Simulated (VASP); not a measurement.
LiCl: single point with PBE

LiCl:

```
Li Cl
1.0
     0.00000    2.65722    2.65722
     2.65722    0.00000    2.65722
     2.65722    2.65722    0.00000
Li Cl
1 1
Cartesian
  0.0000 0.0000 0.0000
  2.6572 2.6572 2.6572
```

```yaml
Program: VASP 6.6.1
Task: single point
Functional: PBE
Potentials_or_basis: VASP PAW PBE potentials, release 64 (Li_sv, Cl)
Cutoff: 520 eV
k_mesh: 8 × 8 × 8
Occupations: gaussian, width 0.02 eV
Spin: no spin polarisation
Dipole_correction: no
Further_INCAR_settings: ALGO = Normal; EDIFF = 1e-06; NBANDS = 12
```

The band gap on the k mesh is 5.78 eV.

Levels at points of the mesh, in eV from the valence-band top:
```csv
k point,band 1,band 2,band 3,band 4,band 5,band 6,band 7,band 8,band 9,band 10
"(0.00, 0.00, 0.00)",-43.74,-13.06,0.00,0.00,0.00,5.78,11.83,11.83,11.83,13.88
"(0.50, 0.00, 0.00)",-43.74,-12.62,-2.41,-0.21,-0.21,6.64,9.42,9.42,11.92,16.18
"(0.50, 0.50, 0.00)",-43.74,-12.44,-2.44,-0.92,-0.92,7.64,8.42,11.57,13.32,13.32
```

Wall time 18 s on 1 thread of Intel(R) Xeon(R) Platinum 8375C CPU @ 2.90GHz (Ice Lake), with other jobs on the host, peak memory 0.15 GiB.

 A k mesh can miss the band edges.
